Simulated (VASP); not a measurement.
# Nb (Pm-3n) in VASP: single point with r2SCAN

Aim: the single point of Nb with r2SCAN.

Everything below comes from runs of VASP 6.6.1. Logs are shortened: lines on timing, memory, paths and dates and some standing lists are left out, and cuts for length are marked.

**1. The cell of the first run**

Symmetry: Pm-3n, No. 223, cubic system. Conventional cell: a = 5.290 Å, b = 5.290 Å, c = 5.290 Å, α = 90.00°, β = 90.00°, γ = 90.00°. Within 3.9 Å of Nb (site symmetry m-3) lie 12 Nb at 2.96 Å. Nb (site symmetry -4m2) has 14 Nb at 2.65 to 3.24 Å within 3.5 Å.

**2. Single point, r2SCAN**

Input file POSCAR:

```
Nb
1.0
    5.2900020448      0.0000000000      0.0000000000
    0.0000000000      5.2900020448      0.0000000000
    0.0000000000      0.0000000000      5.2900020448
Nb
8
Direct
    0.5000000000      0.5000000000      0.5000000000
    0.0000000000      0.0000000000      0.0000000000
    0.2500000000      0.0000000000      0.5000000000
    0.5000000000      0.2500000000      0.0000000000
    0.5000000000      0.7500000000      0.0000000000
    0.7500000000      0.0000000000      0.5000000000
    0.0000000000      0.5000000000      0.7500000000
    0.0000000000      0.5000000000      0.2500000000
```

Input file INCAR.step1:

```
SYSTEM = Nb
PREC     = Accurate       ! precision mode
ENCUT    = 520            ! plane-wave cutoff, eV
ISMEAR   = 0              ! smearing method
SIGMA    = 0.1            ! smearing width, eV
LREAL    = .FALSE.        ! projectors in reciprocal space
LASPH    = .TRUE.         ! aspherical terms in the spheres
NELM     = 100            ! most SCF steps
NBANDS   = 62             ! bands
GGA      = PE             ! functional
ALGO     = Normal         ! electronic algorithm
EDIFF    = 1E-4           ! SCF threshold, eV
LWAVE    = .TRUE.         ! write WAVECAR
LCHARG   = .FALSE.        ! write CHGCAR
```

Input file INCAR.step2:

```
SYSTEM = Nb
PREC     = Accurate       ! precision mode
ENCUT    = 520            ! plane-wave cutoff, eV
EDIFF    = 1E-7           ! SCF threshold, eV
ISMEAR   = 0              ! smearing method
SIGMA    = 0.1            ! smearing width, eV
LREAL    = .FALSE.        ! projectors in reciprocal space
LASPH    = .TRUE.         ! aspherical terms in the spheres
NELM     = 100            ! most SCF steps
ALGO     = Normal         ! electronic algorithm
ISIF     = 2              ! what is computed and relaxed
LWAVE    = .FALSE.        ! write WAVECAR
LCHARG   = .FALSE.        ! write CHGCAR
METAGGA  = R2SCAN         ! meta-GGA
LMIXTAU  = .TRUE.       
NBANDS   = 62             ! bands
ISTART   = 1
```

Input file KPOINTS:

```
Automatic mesh
0
G
  4 4 4
  0 0 0
```

Potentials or basis: VASP PAW PBE potentials, release 64 (Nb_sv).

Run with:

```sh
$ cat potpaw_PBE.64/Nb_sv/POTCAR > POTCAR
$ cp INCAR.step1 INCAR
$ mpirun -np 1 vasp_std > vasp.out
$ cp INCAR.step2 INCAR
$ mpirun -np 1 vasp_std > vasp.out
```

OUTCAR:

```text
SYSTEM = Nb
   PREC = Accurate
   ENCUT = 520
   EDIFF = 1E-7
   ISMEAR = 0
   LREAL = .FALSE.
   LASPH = .TRUE.
   NELM = 100
   ISIF = 2
   METAGGA = R2SCAN
   ISTART = 1

 ion  position               nearest neighbor table
   1  0.500  0.500  0.500-   3 2.96   4 2.96   5 2.96   6 2.96   7 2.96   8 2.96   4 2.96   5 2.96
                             3 2.96   6 2.96   7 2.96   8 2.96
   2  0.000  0.000  0.000-   3 2.96   4 2.96   5 2.96   6 2.96   7 2.96   8 2.96   3 2.96   6 2.96
                             7 2.96   8 2.96   4 2.96   5 2.96
   3  0.250  0.000  0.500-   6 2.65   6 2.65   1 2.96   2 2.96   1 2.96   2 2.96
   4  0.500  0.250  0.000-   5 2.65   5 2.65   1 2.96   1 2.96   2 2.96   2 2.96
   5  0.500  0.750  0.000-   4 2.65   4 2.65   1 2.96   1 2.96   2 2.96   2 2.96
   6  0.750  0.000  0.500-   3 2.65   3 2.65   1 2.96   2 2.96   1 2.96   2 2.96
   7  0.000  0.500  0.750-   8 2.65   8 2.65   1 2.96   2 2.96   2 2.96   1 2.96
   8  0.000  0.500  0.250-   7 2.65   7 2.65   1 2.96   2 2.96   2 2.96   1 2.96

  LATTYP: Found a simple cubic cell.
 ALAT       =     5.2900020448

  Lattice vectors:

 A1 = (   5.2900020448,   0.0000000000,   0.0000000000)
 A2 = (   0.0000000000,   5.2900020448,   0.0000000000)
 A3 = (   0.0000000000,   0.0000000000,   5.2900020448)

Analysis of symmetry for initial positions (statically):
=====================================================================
 Subroutine PRICEL returns:
 Original cell was already a primitive cell.

 Routine SETGRP: Setting up the symmetry group for a
 simple cubic supercell.

 Subroutine GETGRP returns: Found 48 space group operations
 (whereof 24 operations were pure point group operations)
 out of a pool of 48 trial point group operations.

The static configuration has the point symmetry T_h .
 The point group associated with its full space group is O_h .

Analysis of symmetry for dynamics (positions and initial velocities):
=====================================================================
 Subroutine PRICEL returns:
 Original cell was already a primitive cell.

 Routine SETGRP: Setting up the symmetry group for a
 simple cubic supercell.

 Subroutine GETGRP returns: Found 48 space group operations
 (whereof 24 operations were pure point group operations)
 out of a pool of 48 trial point group operations.

The dynamic configuration has the point symmetry T_h .
 The point group associated with its full space group is O_h .

 Subroutine INISYM returns: Found 48 space group operations
 (whereof 24 operations are pure point group operations),
 and found     1 'primitive' translations

----------------------------------------------------------------------------------------

                                     Primitive cell

  volume of cell :     148.0361

  direct lattice vectors                    reciprocal lattice vectors
     5.290002045  0.000000000  0.000000000     0.189035844  0.000000000  0.000000000
     0.000000000  5.290002045  0.000000000     0.000000000  0.189035844  0.000000000
     0.000000000  0.000000000  5.290002045     0.000000000  0.000000000  0.189035844

  length of vectors
     5.290002045  5.290002045  5.290002045     0.189035844  0.189035844  0.189035844

  position of ions in fractional coordinates (direct lattice)
     0.500000000  0.500000000  0.500000000
     0.000000000  0.000000000  0.000000000
     0.250000000  0.000000000  0.500000000
     0.500000000  0.250000000  0.000000000
     0.500000000  0.750000000  0.000000000
     0.750000000  0.000000000  0.500000000
     0.000000000  0.500000000  0.750000000
     0.000000000  0.500000000  0.250000000

  ion indices of the primitive-cell ions
   primitive index   ion index
                 1           1
                 2           2
                 3           3
                 4           4
                 5           5
                 6           6
                 7           7
                 8           8

----------------------------------------------------------------------------------------

 KPOINTS: Automatic mesh

Automatic generation of k-mesh.
 Grid dimensions read from file:
 generate k-points for:    4    4    4

 Generating k-lattice:

  Cartesian coordinates                     Fractional coordinates (reciprocal lattice)
     0.047258961  0.000000000  0.000000000     0.250000000  0.000000000  0.000000000
     0.000000000  0.047258961  0.000000000     0.000000000  0.250000000  0.000000000
     0.000000000  0.000000000  0.047258961     0.000000000  0.000000000  0.250000000

  Length of vectors
     0.047258961  0.047258961  0.047258961

  Shift w.r.t. Gamma in fractional coordinates (k-lattice)
     0.000000000  0.000000000  0.000000000

 Subroutine IBZKPT returns following result:
 ===========================================

 Found     10 irreducible k-points:

 Following reciprocal coordinates:
            Coordinates               Weight
  0.000000  0.000000  0.000000      1.000000
  0.250000  0.000000  0.000000      6.000000
  0.500000  0.000000  0.000000      3.000000
  0.250000  0.250000  0.000000     12.000000
  0.500000  0.250000  0.000000     12.000000
  0.500000  0.500000  0.000000      3.000000
  0.250000  0.250000  0.250000      8.000000
  0.500000  0.250000  0.250000     12.000000
  0.500000  0.500000  0.250000      6.000000
  0.500000  0.500000  0.500000      1.000000
   k-points           NKPTS =     10   k-points in BZ     NKDIM =     10   number of bands    NBANDS=     62
   number of dos      NEDOS =    301   number of ions     NIONS =      8
   total plane-waves  NPLWV =  64000
   dimension x,y,z NGX =    40 NGY =   40 NGZ =   40
   dimension x,y,z NGXF=    80 NGYF=   80 NGZF=   80
   ions per type =               8
   NGX,Y,Z   is equivalent  to a cutoff of  12.57, 12.57, 12.57 a.u.
   NGXF,Y,Z  is equivalent  to a cutoff of  25.14, 25.14, 25.14 a.u.
 SYSTEM =  Nb
   PREC   = accura    normal or accurate (medium, high low for compatibility)
   ISTART =      1    job   : 0-new  1-cont  2-samecut
   ICHARG =      0    charge: 1-file 2-atom 10-const
   ISPIN  =      1    spin polarized calculation?
   LNONCOLLINEAR =      F non collinear calculations
   LSORBIT =      F    spin-orbit coupling
   LASPH  =      T    aspherical Exc in radial PAW
   ENCUT  =  520.0 eV  38.22 Ry    6.18 a.u.   9.84  9.84  9.84*2*pi/ulx,y,z
   NELM   =    100;   NELMIN=  2; NELMDL=  0     # of ELM steps
   EDIFF  = 0.1E-06   stopping-criterion for ELM
   LREAL  =      F    real-space projection
   EDIFFG = 0.1E-05   stopping-criterion for IOM
   NSW    =      0    number of steps for IOM
   IBRION =     -1    ionic relax: 0-MD 1-quasi-New 2-CG
   NFREE  =      0    steps in history (QN), initial steepest desc. (CG)
   ISIF   =      2    stress and relaxation
   ISYM   =      2    0-nonsym 1-usesym 2-fastsym
   POTIM  = 0.5000    time-step for ionic-motion
   TEBEG  =    0.0;   TEEND  =   0.0 temperature during run
   PSTRESS=    0.0 pullay stress
   NELECT =     104.0000    total number of electrons
   NUPDOWN=      -1.0000    fix difference up-down
   EMIN   =  10.00;   EMAX   =-10.00  energy-range for DOS
   EFERMI =   0.00;   METHOD = LEGACY
   ISMEAR =     0;   SIGMA  =   0.10  broadening in eV -4-tet -1-fermi 0-gaus
   EFERMI_NEDOS =   21; number of points for ismear=-14 and -15
   IALGO  =     38    algorithm
   IMIX   =      4    mixing-type and parameters
     AMIX     =   0.40;   BMIX     =  1.00
     AMIX_MAG =   1.60;   BMIX_MAG =  1.00
  volume/ion in A,a.u.               =      18.50       124.87
  Fermi-wavevector in a.u.,A,eV,Ry     =   1.455337  2.750187 28.817200  2.118004
  Thomas-Fermi vector in A             =   2.572383
   LORBIT       =      0    0 simple, 1 ext, 2 COOP (PROOUT), +10 PAW based schemes
   METAGGA = R2SCAN    functional components
   LHFCALC =     F    Hartree Fock is set to
   AEXX    =    0.0000 exact exchange contribution
   IVDW    =     0    specifies the selected vdW correction
   LEPSILON=     F    determine dielectric tensor
   LRPA    =     F    only Hartree local field effects (RPA)
 non-spin polarized calculation
 Gauss-broadening in eV      SIGMA  =   0.10
  energy-cutoff  :      520.00
  volume of cell :      148.04
 maximum number of plane-waves:      4013
 NGX is ok and might be reduce to    40
   NGX = 19   NGY = 19   NGZ = 19

 number of electron     104.0000018 magnetization

 Free energy of the ion-electron system (eV)
  ---------------------------------------------------
  ext. energy  EPLUGINS =         0.00000000
  ---------------------------------------------------
  free energy    TOTEN  =      -197.83431055 eV

  energy without entropy =     -197.76303926  energy(sigma->0) =     -197.79867491

 E-fermi :  10.8529     XC(G=0): -13.4631

 val. band max:       10.8273475137   @ k =   0.2500   0.2500   0.0000
 cond. band min:      10.8533724685   @ k =   0.5000   0.5000   0.0000
 fundamental gap:      0.0260249548
 Fermi energy:        10.8529229770

 k-point     1 :       0.0000    0.0000    0.0000
  band No.  band energies     occupation
      1     -45.5283      2.00000
      2     -45.3847      2.00000
      3     -45.3847      2.00000
      4     -45.2512      2.00000
      5     -45.1852      2.00000
      6     -45.1474      2.00000
[... 54 lines left out ...]
     61      13.5187      0.00000
     62      13.5446      0.00000

 k-point     2 :       0.2500    0.0000    0.0000
  band No.  band energies     occupation
      1     -45.5003      2.00000
      2     -45.3960      2.00000
      3     -45.3594      2.00000
      4     -45.2602      2.00000
      5     -45.1937      2.00000
      6     -45.1747      2.00000
[... 54 lines left out ...]
     61      13.4442      0.00000
     62      13.6803      0.00000

 k-point     3 :       0.5000    0.0000    0.0000
  band No.  band energies     occupation
      1     -45.4402      2.00000
      2     -45.4402      2.00000
      3     -45.2990      2.00000
      4     -45.2990      2.00000
      5     -45.2044      2.00000
      6     -45.2044      2.00000
[... 444 lines left out ...]
     61      13.4982      0.00000
     62      13.7268      0.00000

 k-point    10 :       0.5000    0.5000    0.5000
  band No.  band energies     occupation
      1     -45.2815      2.00000
      2     -45.2815      2.00000
      3     -45.2815      2.00000
      4     -45.2815      2.00000
      5     -45.2815      2.00000
      6     -45.2815      2.00000
[... 54 lines left out ...]
     61      13.2025      0.00000
     62      13.2025      0.00000

------------------------ aborting loop because EDIFF is reached ----------------------------------------

  FORCE on cell =-STRESS in cart. coord.  units (eV):
  Direction    XX          YY          ZZ          XY          YZ          ZX
  --------------------------------------------------------------------------------------
  -------------------------------------------------------------------------------------
  Total        0.3812767      0.3812767      0.3812767      0.0000000     -0.0000000      0.0000000
  in kB        4.1265143      4.1265143      4.1265143      0.0000000     -0.0000000      0.0000000
  external PRESSURE =       4.1265143 kB  Pullay stress =       0.0000000 kB

 VOLUME and BASIS-vectors are now :
 -----------------------------------------------------------------------------
  energy-cutoff  :      520.00
  volume of cell :      148.04
      direct lattice vectors                 reciprocal lattice vectors
     5.290002045  0.000000000  0.000000000     0.189035844  0.000000000  0.000000000
     0.000000000  5.290002045  0.000000000     0.000000000  0.189035844  0.000000000
     0.000000000  0.000000000  5.290002045     0.000000000  0.000000000  0.189035844

 POSITION                                       TOTAL-FORCE (eV/Angst)
 -----------------------------------------------------------------------------------
      2.64500      2.64500      2.64500         0.000000     -0.000000     -0.000000
      0.00000      0.00000      0.00000         0.000000     -0.000000     -0.000000
      1.32250      0.00000      2.64500         0.000000     -0.000000      0.000000
      2.64500      1.32250      0.00000         0.000000      0.000000     -0.000000
      2.64500      3.96750      0.00000         0.000000     -0.000000      0.000000
      3.96750      0.00000      2.64500        -0.000000      0.000000     -0.000000
      0.00000      2.64500      3.96750        -0.000000      0.000000     -0.000000
      0.00000      2.64500      1.32250         0.000000     -0.000000      0.000000
 -----------------------------------------------------------------------------------
    total drift:                                0.000000     -0.000000      0.000000

  FREE ENERGIE OF THE ION-ELECTRON SYSTEM (eV)
  ---------------------------------------------------
  free  energy   TOTEN  =      -197.8343105542 eV

  energy  without entropy=     -197.7630392569  energy(sigma->0) =     -197.79867491
```

It took 5.2 min on 1 thread of Intel Xeon Platinum 8175M at 2.50GHz (Skylake/Cascade Lake), shared host; peak memory 0.28 GiB.

Results:

* Free energy: -197.8343 eV
* Pressure: 0.4 GPa
* Band gap on the k mesh: zero (bands 52 and 53 overlap by 0.23 eV)

Levels at points of the mesh, in eV from the Fermi level:
| k point | band 50 | band 51 | band 52 | band 53 | band 54 | band 55 |
| --- | --- | --- | --- | --- | --- | --- |
| (0.00, 0.00, 0.00) | -0.39 | -0.39 | -0.39 | -0.13 | -0.13 | 0.67 |
| (0.50, 0.00, 0.00) | -0.06 | 0.09 | 0.09 | 0.18 | 0.18 | 0.34 |
| (0.50, 0.50, 0.00) | -0.38 | -0.33 | -0.33 | 0.00 | 0.38 | 0.38 |
| (0.50, 0.50, 0.50) | -0.93 | 0.10 | 0.10 | 0.10 | 0.10 | 0.10 |

Caveat: the PAW data sets were made with another functional, which shifts forces and pressure a little.

The gap in the log of VASP goes by the Fermi energy; the results here count the filled bands.